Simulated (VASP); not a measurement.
# HfO2 (R-3m) in VASP: a series of runs

Runs on HfO2. Level: PBE. Tasks: single point.

Program: VASP 6.6.1. These are calculated values, not measurements. Logs are shortened: lines on timing, memory, paths and dates and some standing lists are left out, and cuts for length are marked.

## (1) The cell of the first run

The structure is trigonal, space group R-3m (No. 166). The conventional cell has a = 3.459 Å, b = 3.459 Å, c = 8.821 Å, α = 90.00°, β = 90.00°, γ = 120.00°. Within 2.8 Å of Hf (site symmetry -3m) lie 8 O at 2.13 to 2.21 Å. O (site symmetry 3m) has 4 Hf at 2.13 to 2.21 Å and 6 O at 2.48 Å within 2.8 Å.

## (2) Single point, PBE

The input, INCAR:

```
SYSTEM = HfO2
PREC = Accurate
ENCUT = 520
EDIFF = 1E-6
ISMEAR = 0
SIGMA = 0.05
LREAL = .False.
LASPH = .True.
NELM = 60
ALGO = Normal
ISIF = 2
LWAVE = .False.
LCHARG = .True.
GGA = PE
LELF = .True.
LVHAR = .True.
NBANDS = 18
```

The input, KPOINTS:

```
Automatic mesh
0
Gamma
  8 8 8
  0 0 0
```

The input, POSCAR:

```
HfO2
1.0
    0.0668592127      2.5129279704      2.5129279704
    2.5129279704      0.0668592127      2.5129279704
    2.5129279704      2.5129279704      0.0668592127
Hf O
1 2
Direct
    0.0000000000      0.0000000000      0.0000000000
    0.2500000000      0.2500000000      0.2500000000
    0.7500000000      0.7500000000      0.7500000000
```

Potentials or basis: VASP PAW PBE potentials, release 64 (Hf_pv, O).

On the command line:

```bash
> cat potpaw_PBE.64/Hf_pv/POTCAR potpaw_PBE.64/O/POTCAR > POTCAR
> mpirun -np 1 vasp_std > vasp.out
```

OUTCAR:

```text
SYSTEM = HfO2
   PREC = Accurate
   ENCUT = 520
   EDIFF = 1E-6
   ISMEAR = 0
   LREAL = .False.
   LASPH = .True.
   NELM = 60
   ISIF = 2
   GGA = PE

 ion  position               nearest neighbor table
   1  0.000  0.000  0.000-   3 2.13   3 2.13   3 2.13   2 2.13   2 2.13   2 2.13   3 2.21   2 2.21

   2  0.250  0.250  0.250-   1 2.13   1 2.13   1 2.13   1 2.21
   3  0.750  0.750  0.750-   1 2.13   1 2.13   1 2.13   1 2.21

  LATTYP: Found a trigonal (rhomboedric) cell.
 ALAT       =     3.5544456844
 COS(alpha) =     0.5264197777

  Lattice vectors:

 A1 = (   0.0668592127,   2.5129279704,   2.5129279704)
 A2 = (   2.5129279704,   0.0668592127,   2.5129279704)
 A3 = (   2.5129279704,   2.5129279704,   0.0668592127)

Analysis of symmetry for initial positions (statically):
=====================================================================
 Subroutine PRICEL returns:
 Original cell was already a primitive cell.

 Routine SETGRP: Setting up the symmetry group for a
 trigonal (rhombohedral) supercell.

 Subroutine GETGRP returns: Found 12 space group operations
 (whereof 12 operations were pure point group operations)
 out of a pool of 12 trial point group operations.

The static configuration has the point symmetry D_3d.

Analysis of symmetry for dynamics (positions and initial velocities):
=====================================================================
 Subroutine PRICEL returns:
 Original cell was already a primitive cell.

 Routine SETGRP: Setting up the symmetry group for a
 trigonal (rhombohedral) supercell.

 Subroutine GETGRP returns: Found 12 space group operations
 (whereof 12 operations were pure point group operations)
 out of a pool of 12 trial point group operations.

The dynamic configuration has the point symmetry D_3d.

 Subroutine INISYM returns: Found 12 space group operations
 (whereof 12 operations are pure point group operations),
 and found     1 'primitive' translations

----------------------------------------------------------------------------------------

                                     Primitive cell

  volume of cell :      30.4710

  direct lattice vectors                    reciprocal lattice vectors
     0.066859213  2.512927970  2.512927970    -0.207093198  0.201726054  0.201726054
     2.512927970  0.066859213  2.512927970     0.201726054 -0.207093198  0.201726054
     2.512927970  2.512927970  0.066859213     0.201726054  0.201726054 -0.207093198

  length of vectors
     3.554445684  3.554445684  3.554445684     0.352525736  0.352525736  0.352525736

  position of ions in fractional coordinates (direct lattice)
     0.000000000  0.000000000  0.000000000
     0.250000000  0.250000000  0.250000000
     0.750000000  0.750000000  0.750000000

  ion indices of the primitive-cell ions
   primitive index   ion index
                 1           1
                 2           2
                 3           3

----------------------------------------------------------------------------------------

 KPOINTS: Automatic mesh

Automatic generation of k-mesh.
 Grid dimensions read from file:
 generate k-points for:    8    8    8

 Generating k-lattice:

  Cartesian coordinates                     Fractional coordinates (reciprocal lattice)
    -0.025886650  0.025215757  0.025215757     0.125000000  0.000000000  0.000000000
     0.025215757 -0.025886650  0.025215757     0.000000000  0.125000000  0.000000000
     0.025215757  0.025215757 -0.025886650     0.000000000  0.000000000  0.125000000

  Length of vectors
     0.044065717  0.044065717  0.044065717

  Shift w.r.t. Gamma in fractional coordinates (k-lattice)
     0.000000000  0.000000000  0.000000000

 Subroutine IBZKPT returns following result:
 ===========================================

 Found     65 irreducible k-points:

 Following reciprocal coordinates:
            Coordinates               Weight
  0.000000  0.000000  0.000000      1.000000
  0.125000  0.000000 -0.000000      6.000000
  0.250000  0.000000 -0.000000      6.000000
  0.375000  0.000000 -0.000000      6.000000
  0.500000  0.000000 -0.000000      3.000000
  0.125000  0.125000  0.000000      6.000000
[... 16 lines left out ...]
  0.250000  0.125000  0.125000      6.000000
  0.375000  0.125000  0.125000      6.000000
 [... further k-points ...]
   k-points           NKPTS =     65   k-points in BZ     NKDIM =     65   number of bands    NBANDS=     18
   number of dos      NEDOS =    301   number of ions     NIONS =      3
   total plane-waves  NPLWV =  21952
   dimension x,y,z NGX =    28 NGY =   28 NGZ =   28
   dimension x,y,z NGXF=    56 NGYF=   56 NGZF=   56
   ions per type =               1   2
   NGX,Y,Z   is equivalent  to a cutoff of  13.10, 13.10, 13.10 a.u.
   NGXF,Y,Z  is equivalent  to a cutoff of  26.19, 26.19, 26.19 a.u.
 SYSTEM =  HfO2
   PREC   = accura    normal or accurate (medium, high low for compatibility)
   ISTART =      0    job   : 0-new  1-cont  2-samecut
   ICHARG =      2    charge: 1-file 2-atom 10-const
   ISPIN  =      1    spin polarized calculation?
   LNONCOLLINEAR =      F non collinear calculations
   LSORBIT =      F    spin-orbit coupling
   LASPH  =      T    aspherical Exc in radial PAW
   ENCUT  =  520.0 eV  38.22 Ry    6.18 a.u.   6.61  6.61  6.61*2*pi/ulx,y,z
   NELM   =     60;   NELMIN=  2; NELMDL= -5     # of ELM steps
   EDIFF  = 0.1E-05   stopping-criterion for ELM
   LREAL  =      F    real-space projection
   EDIFFG = 0.1E-04   stopping-criterion for IOM
   NSW    =      0    number of steps for IOM
   IBRION =     -1    ionic relax: 0-MD 1-quasi-New 2-CG
   NFREE  =      0    steps in history (QN), initial steepest desc. (CG)
   ISIF   =      2    stress and relaxation
   ISYM   =      2    0-nonsym 1-usesym 2-fastsym
   POTIM  = 0.5000    time-step for ionic-motion
   TEBEG  =    0.0;   TEEND  =   0.0 temperature during run
   PSTRESS=    0.0 pullay stress
   NELECT =      22.0000    total number of electrons
   NUPDOWN=      -1.0000    fix difference up-down
   EMIN   =  10.00;   EMAX   =-10.00  energy-range for DOS
   EFERMI =   0.00;   METHOD = LEGACY
   ISMEAR =     0;   SIGMA  =   0.05  broadening in eV -4-tet -1-fermi 0-gaus
   EFERMI_NEDOS =   21; number of points for ismear=-14 and -15
   IALGO  =     38    algorithm
   IMIX   =      4    mixing-type and parameters
     AMIX     =   0.40;   BMIX     =  1.00
     AMIX_MAG =   1.60;   BMIX_MAG =  1.00
  volume/ion in A,a.u.               =      10.16        68.54
  Fermi-wavevector in a.u.,A,eV,Ry     =   1.468656  2.775358 29.347102  2.156951
  Thomas-Fermi vector in A             =   2.584128
   LORBIT       =      0    0 simple, 1 ext, 2 COOP (PROOUT), +10 PAW based schemes
   GGA     = PE    functional components
   LHFCALC =     F    Hartree Fock is set to
   AEXX    =    0.0000 exact exchange contribution
   IVDW    =     0    specifies the selected vdW correction
   LEPSILON=     F    determine dielectric tensor
   LRPA    =     F    only Hartree local field effects (RPA)
 non-spin polarized calculation
 Gauss-broadening in eV      SIGMA  =   0.05
  energy-cutoff  :      520.00
  volume of cell :       30.47
 maximum number of plane-waves:       840
 NGX is ok and might be reduce to    28
   NGX = 13   NGY = 13   NGZ = 13

 number of electron      22.0000007 magnetization

 Free energy of the ion-electron system (eV)
  ---------------------------------------------------
  ext. energy  EPLUGINS =         0.00000000
  ---------------------------------------------------
  free energy    TOTEN  =       -30.09292262 eV

  energy without entropy =      -30.09292262  energy(sigma->0) =      -30.09292262

 E-fermi :   5.1595     XC(G=0): -12.2006

 val. band max:        4.8566578179   @ k =   0.5000   0.5000   0.0000
 cond. band min:       8.8556230726   @ k =   0.5000   0.5000   0.0000
 fundamental gap:      3.9989652547
 Fermi energy:         5.1594695384

 k-point     1 :       0.0000    0.0000    0.0000
  band No.  band energies     occupation
      1     -24.5304      2.00000
      2     -24.5059      2.00000
      3     -24.5059      2.00000
      4     -14.2989      2.00000
      5     -10.9170      2.00000
      6      -0.9677      2.00000
[... 10 lines left out ...]
     17      16.3165      0.00000
     18      18.9380      0.00000

 k-point     2 :       0.1250    0.0000   -0.0000
  band No.  band energies     occupation
      1     -24.6071      2.00000
      2     -24.5368      2.00000
      3     -24.5178      2.00000
      4     -14.0414      2.00000
      5     -11.1266      2.00000
      6      -0.7888      2.00000
[... 10 lines left out ...]
     17      16.0219      0.00000
     18      18.7498      0.00000

 k-point     3 :       0.2500    0.0000   -0.0000
  band No.  band energies     occupation
      1     -24.8328      2.00000
      2     -24.5574      2.00000
      3     -24.5464      2.00000
      4     -13.4527      2.00000
      5     -11.5177      2.00000
      6      -0.3696      2.00000
[... 10 lines left out ...]
     17      15.4918      0.00000
     18      18.3704      0.00000

 k-point     4 :       0.3750    0.0000   -0.0000
  band No.  band energies     occupation
      1     -25.0429      2.00000
      2     -24.5775      2.00000
      3     -24.5748      2.00000
      4     -13.0311      2.00000
      5     -11.6369      2.00000
      6       0.0380      2.00000
[... 10 lines left out ...]
     17      15.2089      0.00000
     18      18.1204      0.00000

 k-point     5 :       0.5000    0.0000   -0.0000
  band No.  band energies     occupation
      1     -25.1258      2.00000
      2     -24.5865      2.00000
      3     -24.5857      2.00000
      4     -12.9674      2.00000
      5     -11.5447      2.00000
      6       0.1900      2.00000
[... 10 lines left out ...]
     17      15.1711      0.00000
     18      18.5394      0.00000

 k-point     6 :       0.1250    0.1250    0.0000
  band No.  band energies     occupation
      1     -24.6173      2.00000
      2     -24.5476      2.00000
      3     -24.5298      2.00000
      4     -13.9626      2.00000
      5     -11.1872      2.00000
      6      -0.7436      2.00000
[... 10 lines left out ...]
     17      15.8759      0.00000
     18      18.7275      0.00000

 k-point     7 :       0.2500    0.1250   -0.0000
  band No.  band energies     occupation
      1     -24.7760      2.00000
      2     -24.5760      2.00000
      3     -24.5609      2.00000
      4     -13.4685      2.00000
      5     -11.5230      2.00000
      6      -0.4343      2.00000
[... 10 lines left out ...]
     17      15.4950      0.00000
     18      18.6958      0.00000

 k-point     8 :       0.3750    0.1250   -0.0000
  band No.  band energies     occupation
      1     -24.9694      2.00000
      2     -24.6115      2.00000
      3     -24.5956      2.00000
      4     -12.9415      2.00000
      5     -11.7534      2.00000
      6      -0.0614      2.00000
[... 10 lines left out ...]
     17      15.7634      0.00000
     18      18.4364      0.00000
[... 229 lines left out ...]
     17      17.6602      0.00000
     18      18.7478      0.00000

 k-point    20 :      -0.3750    0.3750    0.0000
  band No.  band energies     occupation
      1     -25.0183      2.00000
      2     -24.8387      2.00000
      3     -24.6536      2.00000
      4     -12.2474      2.00000
      5     -11.8987      2.00000
      6      -1.2852      2.00000
[... 10 lines left out ...]
     17      17.9967      0.00000
     18      18.7362      0.00000

 k-point    21 :       0.5000    0.5000    0.0000
  band No.  band energies     occupation
      1     -25.1475      2.00000
      2     -24.6871      2.00000
      3     -24.6675      2.00000
      4     -12.4134      2.00000
      5     -11.7244      2.00000
      6      -2.0488      2.00000
[... 10 lines left out ...]
     17      18.7353      0.00000
     18      18.9017      0.00000

 k-point    22 :       0.1250    0.1250    0.1250
  band No.  band energies     occupation
      1     -24.6143      2.00000
      2     -24.5138      2.00000
      3     -24.5138      2.00000
      4     -14.0802      2.00000
      5     -11.0912      2.00000
      6      -0.7308      2.00000
[... 10 lines left out ...]
     17      16.0118      0.00000
     18      18.6993      0.00000

 k-point    23 :       0.2500    0.1250    0.1250
  band No.  band energies     occupation
      1     -24.7058      2.00000
      2     -24.5761      2.00000
      3     -24.5229      2.00000
      4     -13.7184      2.00000
      5     -11.3517      2.00000
      6      -0.6492      2.00000
[... 10 lines left out ...]
     17      15.9181      0.00000
     18      18.7051      0.00000

 k-point    24 :       0.3750    0.1250    0.1250
  band No.  band energies     occupation
      1     -24.8870      2.00000
      2     -24.6360      2.00000
      3     -24.5515      2.00000
      4     -13.1422      2.00000
      5     -11.6682      2.00000
      6      -0.4248      2.00000
[... 10 lines left out ...]
     17      15.5162      0.00000
     18      18.5110      0.00000

 [... further k-points ...]

------------------------ aborting loop because EDIFF is reached ----------------------------------------

  FORCE on cell =-STRESS in cart. coord.  units (eV):
  Direction    XX          YY          ZZ          XY          YZ          ZX
  --------------------------------------------------------------------------------------
  -------------------------------------------------------------------------------------
  Total        3.9088562      3.9088562      3.9088562     -0.6111508     -0.6111508     -0.6111508
  in kB      205.5292189    205.5292189    205.5292189    -32.1345532    -32.1345532    -32.1345532
  external PRESSURE =     205.5292189 kB  Pullay stress =       0.0000000 kB

 VOLUME and BASIS-vectors are now :
 -----------------------------------------------------------------------------
  energy-cutoff  :      520.00
  volume of cell :       30.47
      direct lattice vectors                 reciprocal lattice vectors
     0.066859213  2.512927970  2.512927970    -0.207093198  0.201726054  0.201726054
     2.512927970  0.066859213  2.512927970     0.201726054 -0.207093198  0.201726054
     2.512927970  2.512927970  0.066859213     0.201726054  0.201726054 -0.207093198

 POSITION                                       TOTAL-FORCE (eV/Angst)
 -----------------------------------------------------------------------------------
      0.00000      0.00000      0.00000         0.000000     -0.000000      0.000000
      1.27318      1.27318      1.27318        -0.255971     -0.255971     -0.255971
      3.81954      3.81954      3.81954         0.255971      0.255971      0.255971
 -----------------------------------------------------------------------------------
    total drift:                                0.000000      0.000000      0.000000

  FREE ENERGIE OF THE ION-ELECTRON SYSTEM (eV)
  ---------------------------------------------------
  free  energy   TOTEN  =       -30.0929226166 eV

  energy  without entropy=      -30.0929226166  energy(sigma->0) =      -30.09292262
```

It took 32 s on 1 thread of AMD EPYC 7R13 (Zen 3), shared host; peak memory 0.15 GiB.

Results:

| Item | Value |
| --- | --- |
| Free energy | -30.0929 eV |
| Pressure | 20.6 GPa |
| Largest force | 0.443 eV/Å |
| Band gap on the k mesh | 4.00 eV, direct |

Forces on the atoms (eV/Å):
```
Hf   0.000  0.000  0.000
O   -0.256 -0.256 -0.256
O    0.256  0.256  0.256
```

Caveat: spin-orbit coupling is left out, which moves the levels of the heavy elements. A k mesh can miss the band edges.

## (3) Single point, PBE

This run uses another cell than the first one, of 10.45 Å³/atom, 1.029 times its volume.

The input, INCAR:

```
SYSTEM = HfO2
ALGO     = Normal         ! electronic algorithm
EDIFF    = 1E-7           ! SCF threshold, eV
ENCUT    = 520            ! plane-wave cutoff, eV
GGA      = PE             ! functional
ISIF     = 2              ! what is computed and relaxed
ISMEAR   = 0              ! smearing method
LASPH    = .TRUE.         ! aspherical terms in the spheres
LCHARG   = .TRUE.         ! write CHGCAR
LELF     = .TRUE.         ! ELF
LREAL    = .FALSE.        ! projectors in reciprocal space
LVHAR    = .TRUE.       
LWAVE    = .FALSE.        ! write WAVECAR
NBANDS   = 18             ! bands
NELM     = 100            ! most SCF steps
PREC     = Accurate       ! precision mode
SIGMA    = 0.05           ! smearing width, eV
```

The input, KPOINTS:

```
k-points
0
G
  8 8 8
  0 0 0
```

The input, POSCAR:

```
HfO2
1.0
    0.0674981791      2.5369437544      2.5369437544
    2.5369437544      0.0674981791      2.5369437544
    2.5369437544      2.5369437544      0.0674981791
Hf O
1 2
Direct
    0.0000000000      0.0000000000      0.0000000000
    0.2500000000      0.2500000000      0.2500000000
    0.7500000000      0.7500000000      0.7500000000
```

Potentials or basis: VASP PAW PBE potentials, release 64 (Hf_pv, O).

On the command line:

```bash
> cat potpaw_PBE.64/Hf_pv/POTCAR potpaw_PBE.64/O/POTCAR > POTCAR
> mpirun -np 1 vasp_std > vasp.out
```

Wall time 26 s (1 thread of Intel Xeon Platinum 8488C (Sapphire Rapids), shared host); peak memory 0.18 GiB.

Results (log left out):

```
Free energy            : -30.1819 eV
Pressure               : 11.5 GPa
Largest force          : 0.366 eV/Å
Band gap on the k mesh : 3.92 eV, direct
```

Forces in eV/Å, atoms in the order of the input:
```
Hf   0.000  0.000  0.000
O   -0.211 -0.211 -0.211
O    0.211  0.211  0.211
```

Stress tensor (GPa, compression positive):
```
11.48 -2.74 -2.74
-2.74 11.48 -2.74
-2.74 -2.74 11.48
```

Levels at points of the mesh, in eV from the valence-band top:
| k point | band 9 | band 10 | band 11 | band 12 | band 13 | band 14 |
| --- | --- | --- | --- | --- | --- | --- |
| (0.00, 0.00, 0.00) | -0.64 | -0.64 | -0.58 | 3.99 | 3.99 | 6.15 |
| (0.50, 0.00, 0.00) | -2.78 | -1.94 | -1.82 | 4.68 | 4.92 | 7.50 |
| (0.50, 0.50, 0.00) | -1.78 | -1.41 | 0.00 | 3.92 | 5.74 | 6.89 |
| (0.50, 0.50, 0.50) | -2.88 | -1.81 | -1.81 | 4.69 | 4.69 | 6.93 |

Caveat: spin-orbit coupling is left out, which moves the levels of the heavy elements.

[end of part 1 of 2]
